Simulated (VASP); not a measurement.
# ZnS (F-43m) in VASP: further runs, part 2 of 2

VASP 6.6.1. Earlier steps stand in the parts before.

## Step 5: Single point, r2SCAN (strain -1.0%)

File POSCAR:

```
ZnS
1.0
    0.0000000000      2.6671449750      2.6671449750
    2.6671449750      0.0000000000      2.6671449750
    2.6671449750      2.6671449750      0.0000000000
Zn S
1 1
Direct
    0.0000000000      0.0000000000      0.0000000000
    0.2500000000      0.2500000000      0.2500000000
```

File INCAR.step1:

```
ALGO = Normal ; EDIFF = 1E-4
ENCUT = 520 ; GGA = PE
ISMEAR = 0 ; LASPH = True
LCHARG = False ; LREAL = False
LWAVE = True ; NBANDS = 16
NELM = 100 ; PREC = Accurate
SIGMA = 0.01
```

File INCAR.step2:

```
ALGO = Normal ; EDIFF = 1E-7
ENCUT = 520 ; ISIF = 2
ISMEAR = 0 ; ISTART = 1
LASPH = True ; LCHARG = False
LMIXTAU = True ; LREAL = False
LWAVE = False ; METAGGA = R2SCAN
NBANDS = 16 ; NELM = 100
PREC = Accurate ; SIGMA = 0.01
```

File KPOINTS:

```
k-points
0
Gamma
  8 8 8
```

Potentials or basis: VASP PAW PBE potentials, release 64 (Zn, S).

Command:

```
$ cat potpaw_PBE.64/Zn/POTCAR potpaw_PBE.64/S/POTCAR > POTCAR
$ cp INCAR.step1 INCAR
$ mpirun -np 1 vasp_std > vasp.out
$ cp INCAR.step2 INCAR
$ mpirun -np 1 vasp_std > vasp.out
```

OUTCAR:

```text
EDIFF = 1E-7
   ENCUT = 520
   ISIF = 2
   ISMEAR = 0
   ISTART = 1
   LASPH = True
   LREAL = False
   METAGGA = R2SCAN
   NELM = 100
   PREC = Accurate

 ion  position               nearest neighbor table
   1  0.000  0.000  0.000-   2 2.31   2 2.31   2 2.31   2 2.31
   2  0.250  0.250  0.250-   1 2.31   1 2.31   1 2.31   1 2.31

  LATTYP: Found a face centered cubic cell.
 ALAT       =     5.3342899500

  Lattice vectors:

 A1 = (   0.0000000000,   2.6671449750,   2.6671449750)
[... 625 lines left out ...]
      3      -4.2445      2.00000
      4      -3.9342      2.00000
      5      -3.8500      2.00000
      6      -3.5764      2.00000
[... 8 lines left out ...]
     15      16.5053      0.00000
     16      17.4145      0.00000

 [... further k-points ...]
[... 5 lines left out ...]
  --------------------------------------------------------------------------------------
  -------------------------------------------------------------------------------------
  Total        0.6125081      0.6125081      0.6125081     -0.0000000     -0.0000000      0.0000000
  in kB       25.8614296     25.8614296     25.8614296     -0.0000000     -0.0000000      0.0000000
  external PRESSURE =      25.8614296 kB  Pullay stress =       0.0000000 kB

 VOLUME and BASIS-vectors are now :
 -----------------------------------------------------------------------------
  energy-cutoff  :      520.00
  volume of cell :       37.95
      direct lattice vectors                 reciprocal lattice vectors
     0.000000000  2.667144975  2.667144975    -0.187466375  0.187466375  0.187466375
     2.667144975  0.000000000  2.667144975     0.187466375 -0.187466375  0.187466375
     2.667144975  2.667144975  0.000000000     0.187466375  0.187466375 -0.187466375

 POSITION                                       TOTAL-FORCE (eV/Angst)
 -----------------------------------------------------------------------------------
      0.00000      0.00000      0.00000        -0.000000     -0.000000     -0.000000
      1.33357      1.33357      1.33357         0.000000      0.000000      0.000000
 -----------------------------------------------------------------------------------
    total drift:                                0.000012      0.000012      0.000012

  FREE ENERGIE OF THE ION-ELECTRON SYSTEM (eV)
  ---------------------------------------------------
  free  energy   TOTEN  =       -18.8571468713 eV

  energy  without entropy=      -18.8571468713  energy(sigma->0) =      -18.85714687
```

Wall time 38 s (1 thread of Intel Xeon 6975P-C (Granite Rapids), shared host); peak memory 0.16 GiB.

What came out:

```
Free energy            : -18.8571 eV
Pressure               : 2.6 GPa
Band gap on the k mesh : 2.86 eV, direct
```

Levels at points of the mesh, in eV from the valence-band top:
```tsv
k point	band 5	band 6	band 7	band 8	band 9	band 10	band 11	band 12	band 13	band 14
(0.00, 0.00, 0.00)	-6.07	-6.07	0.00	0.00	0.00	2.86	6.87	6.87	6.87	12.35
(0.50, 0.00, 0.00)	-6.03	-5.86	-5.66	-0.95	-0.95	3.89	7.37	7.37	9.57	13.08
(0.50, 0.50, 0.00)	-5.98	-5.84	-4.77	-2.43	-2.43	3.64	4.47	12.07	13.10	13.10
```

Caveat: the cell differs from its parent crystal (strain -1.0%); the PAW data sets were made with another functional, which shifts forces and pressure a little.

## Step 6: Single point, r2SCAN

This run uses another cell than the first one, of 19.55 Å³/atom, 1.031 times its volume.

File POSCAR:

```
ZnS
1.0
    0.0000000000      2.6940858334      2.6940858334
    2.6940858334      0.0000000000      2.6940858334
    2.6940858334      2.6940858334      0.0000000000
Zn S
1 1
Direct
    0.0000000000      0.0000000000      0.0000000000
    0.2500000000      0.2500000000      0.2500000000
```

File INCAR.step1:

```
SYSTEM = ZnS
ALGO     = Normal         ! electronic algorithm
EDIFF    = 1E-4           ! SCF threshold, eV
ENCUT    = 520            ! plane-wave cutoff, eV
GGA      = PE             ! functional
ISMEAR   = 0              ! smearing method
LASPH    = .True.         ! aspherical terms in the spheres
LCHARG   = .False.        ! write CHGCAR
LREAL    = .False.        ! projectors in reciprocal space
LWAVE    = .True.         ! write WAVECAR
NBANDS   = 16             ! bands
NELM     = 100            ! most SCF steps
PREC     = Accurate       ! precision mode
SIGMA    = 0.01           ! smearing width, eV
```

File INCAR.step2:

```
SYSTEM = ZnS
ALGO     = Normal         ! electronic algorithm
EDIFF    = 1E-6           ! SCF threshold, eV
ENCUT    = 520            ! plane-wave cutoff, eV
ISIF     = 2              ! what is computed and relaxed
ISMEAR   = 0              ! smearing method
ISTART   = 1            
LASPH    = .True.         ! aspherical terms in the spheres
LCHARG   = .False.        ! write CHGCAR
LMIXTAU  = .True.       
LREAL    = .False.        ! projectors in reciprocal space
LWAVE    = .False.        ! write WAVECAR
METAGGA  = R2SCAN         ! meta-GGA
NBANDS   = 16             ! bands
NELM     = 100            ! most SCF steps
PREC     = Accurate       ! precision mode
SIGMA    = 0.01           ! smearing width, eV
```

File KPOINTS:

```
k-points
0
Gamma
  8 8 8
  0 0 0
```

Potentials or basis: VASP PAW PBE potentials, release 64 (Zn, S).

Command:

```
$ cat potpaw_PBE.64/Zn/POTCAR potpaw_PBE.64/S/POTCAR > POTCAR
$ cp INCAR.step1 INCAR
$ mpirun -np 1 vasp_std > vasp.out
$ cp INCAR.step2 INCAR
$ mpirun -np 1 vasp_std > vasp.out
```

OUTCAR:

```text
SYSTEM = ZnS
   EDIFF = 1E-6
   ENCUT = 520
   ISIF = 2
   ISMEAR = 0
   ISTART = 1
   LASPH = .True.
   LREAL = .False.
   METAGGA = R2SCAN
   NELM = 100
   PREC = Accurate

 ion  position               nearest neighbor table
   1  0.000  0.000  0.000-   2 2.33   2 2.33   2 2.33   2 2.33
   2  0.250  0.250  0.250-   1 2.33   1 2.33   1 2.33   1 2.33

  LATTYP: Found a face centered cubic cell.
 ALAT       =     5.3881716668

  Lattice vectors:

 A1 = (   0.0000000000,   2.6940858334,   2.6940858334)
 A2 = (   2.6940858334,   0.0000000000,   2.6940858334)
 A3 = (   2.6940858334,   2.6940858334,   0.0000000000)

Analysis of symmetry for initial positions (statically):
=====================================================================
 Subroutine PRICEL returns:
 Original cell was already a primitive cell.

 Routine SETGRP: Setting up the symmetry group for a
 face centered cubic supercell.

 Subroutine GETGRP returns: Found 24 space group operations
 (whereof 24 operations were pure point group operations)
 out of a pool of 48 trial point group operations.

The static configuration has the point symmetry T_d .

Analysis of symmetry for dynamics (positions and initial velocities):
[... 155 lines left out ...]
  free energy    TOTEN  =       -18.86622734 eV

  energy without entropy =      -18.86622734  energy(sigma->0) =      -18.86622734

 E-fermi :   1.9822     XC(G=0): -10.3288

 val. band max:        1.9139041465   @ k =   0.0000   0.0000   0.0000
 cond. band min:       4.6295748306   @ k =   0.0000   0.0000   0.0000
 fundamental gap:      2.7156706841
 Fermi energy:         1.9821528567

 k-point     1 :       0.0000    0.0000    0.0000
  band No.  band energies     occupation
      1     -11.8250      2.00000
      2      -4.6209      2.00000
      3      -4.6209      2.00000
      4      -4.6208      2.00000
      5      -4.0635      2.00000
      6      -4.0635      2.00000
[... 433 lines left out ...]
      3      -4.4187      2.00000
      4      -4.1245      2.00000
      5      -4.0523      2.00000
      6      -3.7940      2.00000
[... 8 lines left out ...]
     15      16.0977      0.00000
     16      16.9675      0.00000

 [... further k-points ...]
[... 5 lines left out ...]
  --------------------------------------------------------------------------------------
  -------------------------------------------------------------------------------------
  Total        0.0099511      0.0099511      0.0099511      0.0000000      0.0000000      0.0000000
  in kB        0.4076800      0.4076800      0.4076800      0.0000000      0.0000000      0.0000000
  external PRESSURE =       0.4076800 kB  Pullay stress =       0.0000000 kB

 VOLUME and BASIS-vectors are now :
 -----------------------------------------------------------------------------
  energy-cutoff  :      520.00
  volume of cell :       39.11
      direct lattice vectors                 reciprocal lattice vectors
     0.000000000  2.694085833  2.694085833    -0.185591711  0.185591711  0.185591711
     2.694085833  0.000000000  2.694085833     0.185591711 -0.185591711  0.185591711
     2.694085833  2.694085833  0.000000000     0.185591711  0.185591711 -0.185591711

 POSITION                                       TOTAL-FORCE (eV/Angst)
 -----------------------------------------------------------------------------------
      0.00000      0.00000      0.00000         0.000000      0.000000      0.000000
      1.34704      1.34704      1.34704        -0.000000     -0.000000     -0.000000
 -----------------------------------------------------------------------------------
    total drift:                                0.000011      0.000011      0.000011

  FREE ENERGIE OF THE ION-ELECTRON SYSTEM (eV)
  ---------------------------------------------------
  free  energy   TOTEN  =       -18.8662273369 eV

  energy  without entropy=      -18.8662273369  energy(sigma->0) =      -18.86622734
```

OSZICAR.step1:

```text
N       E                     dE             d eps       ncg     rms          rms(c)
DAV:   1     0.894010517725E+02    0.89401E+02   -0.89739E+03   928   0.134E+03
DAV:   2    -0.138026560604E+01   -0.90781E+02   -0.84380E+02  1064   0.260E+02
DAV:   3    -0.720942811754E+01   -0.58292E+01   -0.58067E+01  1168   0.638E+01
DAV:   4    -0.726945049382E+01   -0.60022E-01   -0.60013E-01  1160   0.678E+00
DAV:   5    -0.727017713683E+01   -0.72664E-03   -0.72664E-03  1160   0.704E-01    0.699E+00
DAV:   6    -0.686349642405E+01    0.40668E+00   -0.73680E-01  1384   0.301E+01    0.546E+00
DAV:   7    -0.684280980683E+01    0.20687E-01   -0.25191E-01  1120   0.455E+00    0.275E+00
DAV:   8    -0.684208761081E+01    0.72220E-03   -0.51765E-03  1200   0.900E-01    0.720E-01
DAV:   9    -0.684231981710E+01   -0.23221E-03   -0.12813E-03  1136   0.285E-01    0.975E-02
DAV:  10    -0.684249087502E+01   -0.17106E-03   -0.24154E-04  1080   0.124E-01    0.451E-02
DAV:  11    -0.684248047887E+01    0.10396E-04   -0.31004E-05   600   0.604E-02
   1 F= -.68424805E+01 E0= -.68424805E+01  d E =-.581820E-52
```

Wall time 30 s (1 thread of Intel Xeon 6975P-C (Granite Rapids), shared host); peak memory 0.17 GiB.

Results:

```yaml
Free_energy: -18.8662 eV
Pressure: 0.0 GPa
Band_gap_on_the_k_mesh: 2.72 eV, direct
```

Levels at points of the mesh, in eV from the valence-band top:
| k point | band 7 | band 8 | band 9 | band 10 | band 11 | band 12 |
| --- | --- | --- | --- | --- | --- | --- |
| (0.00, 0.00, 0.00) | 0.00 | 0.00 | 0.00 | 2.72 | 6.90 | 6.90 |
| (0.50, 0.00, 0.00) | -5.46 | -0.90 | -0.90 | 3.83 | 7.39 | 7.39 |
| (0.50, 0.50, 0.00) | -4.65 | -2.31 | -2.31 | 3.71 | 4.48 | 11.83 |

Caveat: the PAW data sets were made with another functional, which shifts forces and pressure a little. r2SCAN opens gaps a little over a GGA but as a rule still falls short of measured ones.

## Step 7: Summary

| level | cell | smearing | gap on the mesh (eV) | pressure (GPa) |
| --- | --- | --- | --- | --- |
| PBE | a = 3.772 Å, angles 60.0°, 2 atoms | fermi-dirac 0.02 eV | 2.29 | 5.0 |
| PBE | a = 3.810 Å, angles 60.0°, 2 atoms | fermi-dirac 0.02 eV | 2.15 | 2.5 |
| PBE | a = 3.962 Å, angles 60.0°, 2 atoms | fermi-dirac 0.02 eV | 1.65 | -4.9 |
| r2SCAN | a = 3.772 Å, angles 60.0°, 2 atoms | gaussian 0.01 eV | 2.86 | 2.6 |
| r2SCAN | a = 3.810 Å, angles 60.0°, 2 atoms | gaussian 0.01 eV | 2.72 | 0.0 |

Alike in all rows: task single point; potentials or basis VASP PAW PBE potentials, release 64 (Zn, S); no spin polarisation; k mesh 8 × 8 × 8; cutoff (eV) 520.

Caveats: the PAW data sets were made with another functional, which shifts forces and pressure a little (some runs).

Total energies depend on the potentials used, so only differences within one code and one set of settings carry meaning.
